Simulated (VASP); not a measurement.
# Al in VASP: single point with PBE

Aim: the single point of Al with PBE.

Everything below comes from runs of VASP 6.6.1. Logs are shortened: lines on timing, memory, paths and dates and some standing lists are left out, and cuts for length are marked.

### 1 The cell of the first run

The typed cell holds 2 atoms: a = 2.851 Å, b = 2.851 Å, c = 4.729 Å, α = 89.99°, β = 90.00°, γ = 59.99°.

### 2 Single point, PBE

Input file INCAR:

```
PREC = Accurate ; ENCUT = 520
EDIFF = 1E-6 ; ISMEAR = 0
SIGMA = 0.1 ; LREAL = F
LASPH = T ; NELM = 100
ALGO = Fast ; ISIF = 2
LWAVE = F ; LCHARG = T
GGA = PE ; LELF = T
LVHAR = T ; NBANDS = 10
```

Input file KPOINTS:

```
Automatic mesh
0
Gamma
  22 22 12
```

Input file POSCAR:

```
Al
1.0
    2.8505100699      0.0577879256     -0.0055392701
    1.3753969126      2.4971721346     -0.0126301549
    0.0089948050      0.0199961712      4.7291428730
Al
2
Direct
    0.1666678840      0.1666677719      0.2499996430
    0.8333321160      0.8333322281      0.7500003570
```

Potentials or basis: VASP PAW PBE potentials, release 64 (Al).

Command:

```bash
$ cat potpaw_PBE.64/Al/POTCAR > POTCAR
$ mpirun -np 1 vasp_std > vasp.out
```

OUTCAR:

```text
PREC = Accurate
   ENCUT = 520
   EDIFF = 1E-6
   ISMEAR = 0
   LREAL = F
   LASPH = T
   NELM = 100
   ISIF = 2
   GGA = PE

 ion  position               nearest neighbor table
   1  0.167  0.167  0.250-   2 2.88   2 2.88   2 2.88   2 2.88   2 2.88   2 2.88
   2  0.833  0.833  0.750-   1 2.88   1 2.88   1 2.88   1 2.88   1 2.88   1 2.88

  LATTYP: Found a triclinic cell.
 ALAT       =     2.8509200020
 B/A-ratio  =     1.0000635414
 C/A-ratio  =     1.6588307277
 COS(alpha) =     0.0000444487
 COS(beta)  =     0.0001910248
 COS(gamma) =     0.5001019229

  Lattice vectors:

 A1 = (  -1.3753969126,  -2.4971721346,   0.0126301549)
 A2 = (  -2.8505100699,  -0.0577879256,   0.0055392701)
 A3 = (  -0.0089948050,  -0.0199961712,  -4.7291428730)

Analysis of symmetry for initial positions (statically):
=====================================================================
 Subroutine PRICEL returns:
 Original cell was already a primitive cell.

 Routine SETGRP: Setting up the symmetry group for a
 triclinic supercell.

 Subroutine GETGRP returns: Found  2 space group operations
 (whereof  2 operations were pure point group operations)
 out of a pool of  2 trial point group operations.

The static configuration has the point symmetry S_2 .

Analysis of symmetry for dynamics (positions and initial velocities):
=====================================================================
 Subroutine PRICEL returns:
 Original cell was already a primitive cell.

 Routine SETGRP: Setting up the symmetry group for a
 triclinic supercell.

 Subroutine GETGRP returns: Found  2 space group operations
 (whereof  2 operations were pure point group operations)
 out of a pool of  2 trial point group operations.

The dynamic configuration has the point symmetry S_2 .

 Subroutine INISYM returns: Found  2 space group operations
 (whereof  2 operations are pure point group operations),
 and found     1 'primitive' translations

----------------------------------------------------------------------------------------

                                     Primitive cell

  volume of cell :      33.2879

  direct lattice vectors                    reciprocal lattice vectors
     2.850510070  0.057787926 -0.005539270     0.354776083 -0.195403437  0.000151439
     1.375396913  2.497172135 -0.012630155    -0.008213148  0.404968042 -0.001696700
     0.008994805  0.019996171  4.729142873     0.000393616  0.000852674  0.211450454

  length of vectors
     2.851101153  2.850920002  4.729193702     0.405029129  0.405054872  0.211452540

  position of ions in fractional coordinates (direct lattice)
     0.166667884  0.166667772  0.249999643
     0.833332116  0.833332228  0.750000357

  ion indices of the primitive-cell ions
   primitive index   ion index
                 1           1
                 2           2

----------------------------------------------------------------------------------------

 KPOINTS: Automatic mesh

Automatic generation of k-mesh.
 Grid dimensions read from file:
 generate k-points for:   22   22   12

 Generating k-lattice:

  Cartesian coordinates                     Fractional coordinates (reciprocal lattice)
     0.016126186 -0.008881974  0.000006884     0.045454545 -0.000000000 -0.000000000
    -0.000373325  0.018407638 -0.000077123     0.000000000  0.045454545 -0.000000000
     0.000032801  0.000071056  0.017620871    -0.000000000 -0.000000000  0.083333333

  Length of vectors
     0.018410415  0.018411585  0.017621045

  Shift w.r.t. Gamma in fractional coordinates (k-lattice)
     0.000000000  0.000000000  0.000000000

 Subroutine IBZKPT returns following result:
 ===========================================

 Found   2908 irreducible k-points:

 Following reciprocal coordinates:
            Coordinates               Weight
  0.000000  0.000000  0.000000      1.000000
  0.045455 -0.000000  0.000000      2.000000
 -0.045455 -0.045455  0.000000      2.000000
  0.090909 -0.000000  0.000000      2.000000
 -0.090909 -0.090909  0.000000      2.000000
  0.136364 -0.000000 -0.000000      2.000000
[... 16 lines left out ...]
  0.500000  0.500000 -0.000000      1.000000
 -0.000000  0.045455 -0.000000      2.000000
 [... further k-points ...]
   k-points           NKPTS =   2908   k-points in BZ     NKDIM =   2908   number of bands    NBANDS=     10
   number of dos      NEDOS =    301   number of ions     NIONS =      2
   total plane-waves  NPLWV =  20736
   dimension x,y,z NGX =    24 NGY =   24 NGZ =   36
   dimension x,y,z NGXF=    48 NGYF=   48 NGZF=   72
   ions per type =               2
   NGX,Y,Z   is equivalent  to a cutoff of  13.99, 14.00, 12.66 a.u.
   NGXF,Y,Z  is equivalent  to a cutoff of  27.99, 27.99, 25.31 a.u.
 SYSTEM =  unknown system
   PREC   = accura    normal or accurate (medium, high low for compatibility)
   ISTART =      0    job   : 0-new  1-cont  2-samecut
   ICHARG =      2    charge: 1-file 2-atom 10-const
   ISPIN  =      1    spin polarized calculation?
   LNONCOLLINEAR =      F non collinear calculations
   LSORBIT =      F    spin-orbit coupling
   LASPH  =      T    aspherical Exc in radial PAW
   ENCUT  =  520.0 eV  38.22 Ry    6.18 a.u.   5.30  5.30  8.79*2*pi/ulx,y,z
   NELM   =    100;   NELMIN=  2; NELMDL= -5     # of ELM steps
   EDIFF  = 0.1E-05   stopping-criterion for ELM
   LREAL  =      F    real-space projection
   EDIFFG = 0.1E-04   stopping-criterion for IOM
   NSW    =      0    number of steps for IOM
   IBRION =     -1    ionic relax: 0-MD 1-quasi-New 2-CG
   NFREE  =      0    steps in history (QN), initial steepest desc. (CG)
   ISIF   =      2    stress and relaxation
   ISYM   =      2    0-nonsym 1-usesym 2-fastsym
   POTIM  = 0.5000    time-step for ionic-motion
   TEBEG  =    0.0;   TEEND  =   0.0 temperature during run
   PSTRESS=    0.0 pullay stress
   NELECT =       6.0000    total number of electrons
   NUPDOWN=      -1.0000    fix difference up-down
   EMIN   =  10.00;   EMAX   =-10.00  energy-range for DOS
   EFERMI =   0.00;   METHOD = LEGACY
   ISMEAR =     0;   SIGMA  =   0.10  broadening in eV -4-tet -1-fermi 0-gaus
   EFERMI_NEDOS =   21; number of points for ismear=-14 and -15
   IALGO  =     68    algorithm
   IMIX   =      4    mixing-type and parameters
     AMIX     =   0.40;   BMIX     =  1.00
     AMIX_MAG =   1.60;   BMIX_MAG =  1.00
  volume/ion in A,a.u.               =      16.64       112.32
  Fermi-wavevector in a.u.,A,eV,Ry     =   0.924762  1.747547 11.635494  0.855185
  Thomas-Fermi vector in A             =   2.050543
   LORBIT       =      0    0 simple, 1 ext, 2 COOP (PROOUT), +10 PAW based schemes
   GGA     = PE    functional components
   LHFCALC =     F    Hartree Fock is set to
   AEXX    =    0.0000 exact exchange contribution
   IVDW    =     0    specifies the selected vdW correction
   LEPSILON=     F    determine dielectric tensor
   LRPA    =     F    only Hartree local field effects (RPA)
 non-spin polarized calculation
 RMM-DIIS sequential band-by-band and
 Gauss-broadening in eV      SIGMA  =   0.10
  energy-cutoff  :      520.00
  volume of cell :       33.29
 maximum number of plane-waves:       913
 NGX is ok and might be reduce to    24
   NGX = 11   NGY = 11   NGZ = 17

 number of electron       6.0000000 magnetization

 Free energy of the ion-electron system (eV)
  ---------------------------------------------------
  ext. energy  EPLUGINS =         0.00000000
  ---------------------------------------------------
  free energy    TOTEN  =        -7.43037281 eV

  energy without entropy =       -7.42656695  energy(sigma->0) =       -7.42846988

 E-fermi :   7.9002     XC(G=0): -10.1668

 val. band max:        7.8900352385   @ k =   0.0455   0.4091  -0.4167
 cond. band min:       7.9002816261   @ k =  -0.3636   0.2727   0.5000
 fundamental gap:      0.0102463877
 Fermi energy:         7.9001755627

 k-point     1 :       0.0000    0.0000    0.0000
  band No.  band energies     occupation
      1      -3.1672      2.00000
      2       3.2735      2.00000
      3       3.3469      2.00000
      4      18.6589      0.00000
      5      18.6623      0.00000
      6      19.0393      0.00000
      7      19.0436      0.00000
      8      19.7663      0.00000
      9      21.6206      0.00000
     10      22.0428      0.00000

 k-point     2 :       0.0455   -0.0000    0.0000
  band No.  band energies     occupation
      1      -3.1171      2.00000
      2       3.3201      2.00000
      3       3.3960      2.00000
      4      17.4479      0.00000
      5      17.9262      0.00000
      6      18.9521      0.00000
      7      19.8615      0.00000
      8      20.3266      0.00000
      9      21.6073      0.00000
     10      22.9277      0.00000

 k-point     3 :      -0.0455   -0.0455    0.0000
  band No.  band energies     occupation
      1      -3.1171      2.00000
      2       3.3201      2.00000
      3       3.3960      2.00000
      4      17.4454      0.00000
      5      17.9280      0.00000
      6      18.9526      0.00000
      7      19.8631      0.00000
      8      20.3259      0.00000
      9      21.6060      0.00000
     10      22.4856      0.00000

 k-point     4 :       0.0909   -0.0000    0.0000
  band No.  band energies     occupation
      1      -2.9667      2.00000
      2       3.4601      2.00000
      3       3.5431      2.00000
      4      15.7743      0.00000
      5      17.1166      0.00000
      6      18.3940      0.00000
      7      20.5697      0.00000
      8      20.9218      0.00000
      9      21.2521      0.00000
     10      21.7466      0.00000

 k-point     5 :      -0.0909   -0.0909    0.0000
  band No.  band energies     occupation
      1      -2.9667      2.00000
      2       3.4601      2.00000
      3       3.5430      2.00000
      4      15.7718      0.00000
      5      17.1186      0.00000
      6      18.3951      0.00000
      7      20.5690      0.00000
      8      20.9233      0.00000
      9      21.2515      0.00000
     10      22.1759      0.00000

 k-point     6 :       0.1364   -0.0000   -0.0000
  band No.  band energies     occupation
      1      -2.7164      2.00000
      2       3.6933      2.00000
      3       3.7870      2.00000
      4      14.0744      0.00000
      5      16.3880      0.00000
      6      17.6979      0.00000
      7      19.7236      0.00000
      8      19.9057      0.00000
      9      21.5740      0.00000
     10      21.6040      0.00000
[... 183 lines left out ...]
 k-point    21 :      -0.4545   -0.4545    0.0000
  band No.  band energies     occupation
      1       1.7562      2.00000
      2       3.8605      2.00000
      3       7.8809      1.21490
      4       8.2150      0.00001
      5      10.1261      0.00000
      6      10.2935      0.00000
      7      13.6945      0.00000
      8      15.3625      0.00000
      9      19.2673      0.00000
     10      19.5050      0.00000

 k-point    22 :       0.5000    0.0000    0.0000
  band No.  band energies     occupation
      1       2.6806      2.00000
      2       2.8585      2.00000
      3       8.5140      0.00000
      4       8.8881      0.00000
      5       9.4016      0.00000
      6       9.5370      0.00000
      7      13.6493      0.00000
      8      15.3073      0.00000
      9      19.2271      0.00000
     10      19.4550      0.00000

 k-point    23 :       0.5000    0.5000   -0.0000
  band No.  band energies     occupation
      1       2.6796      2.00000
      2       2.8579      2.00000
      3       8.5130      0.00000
      4       8.8874      0.00000
      5       9.4011      0.00000
      6       9.5359      0.00000
      7      13.6519      0.00000
      8      15.3094      0.00000
      9      19.2297      0.00000
     10      19.4572      0.00000

 k-point    24 :      -0.0000    0.0455   -0.0000
  band No.  band energies     occupation
      1      -3.1170      2.00000
      2       3.3201      2.00000
      3       3.3960      2.00000
      4      17.4502      0.00000
      5      17.9245      0.00000
      6      18.9516      0.00000
      7      19.8600      0.00000
      8      20.3271      0.00000
      9      21.6062      0.00000
     10      22.4964      0.00000

 [... further k-points ...]

------------------------ aborting loop because EDIFF is reached ----------------------------------------

  FORCE on cell =-STRESS in cart. coord.  units (eV):
  Direction    XX          YY          ZZ          XY          YZ          ZX
  --------------------------------------------------------------------------------------
  -------------------------------------------------------------------------------------
  Total       -0.0077870     -0.0057024     -0.0038653     -0.0007122     -0.0005043     -0.0000921
  in kB       -0.3747959     -0.2744618     -0.1860386     -0.0342786     -0.0242746     -0.0044307
  external PRESSURE =      -0.2784321 kB  Pullay stress =       0.0000000 kB

 VOLUME and BASIS-vectors are now :
 -----------------------------------------------------------------------------
  energy-cutoff  :      520.00
  volume of cell :       33.29
      direct lattice vectors                 reciprocal lattice vectors
     2.850510070  0.057787926 -0.005539270     0.354776083 -0.195403437  0.000151439
     1.375396913  2.497172135 -0.012630155    -0.008213148  0.404968042 -0.001696700
     0.008994805  0.019996171  4.729142873     0.000393616  0.000852674  0.211450454

 POSITION                                       TOTAL-FORCE (eV/Angst)
 -----------------------------------------------------------------------------------
      0.70657      0.43083      1.17926        -0.000018     -0.000020      0.000015
      3.52833      2.14413      3.53172         0.000018      0.000020     -0.000015
 -----------------------------------------------------------------------------------
    total drift:                               -0.000000      0.000000     -0.000000

  FREE ENERGIE OF THE ION-ELECTRON SYSTEM (eV)
  ---------------------------------------------------
  free  energy   TOTEN  =        -7.4303728061 eV

  energy  without entropy=       -7.4265669538  energy(sigma->0) =       -7.42846988
```

Run time: 7.3 min. Hardware: 1 thread of AMD EPYC 9R45 (Zen 5), shared host; peak memory 0.77 GiB.

What came out:

* Free energy: -7.4304 eV
* Pressure: 0.0 GPa
* Band gap on the k mesh: zero (band 3 reaches 11.97 eV, above the bottom of band 4 at 4.73 eV)
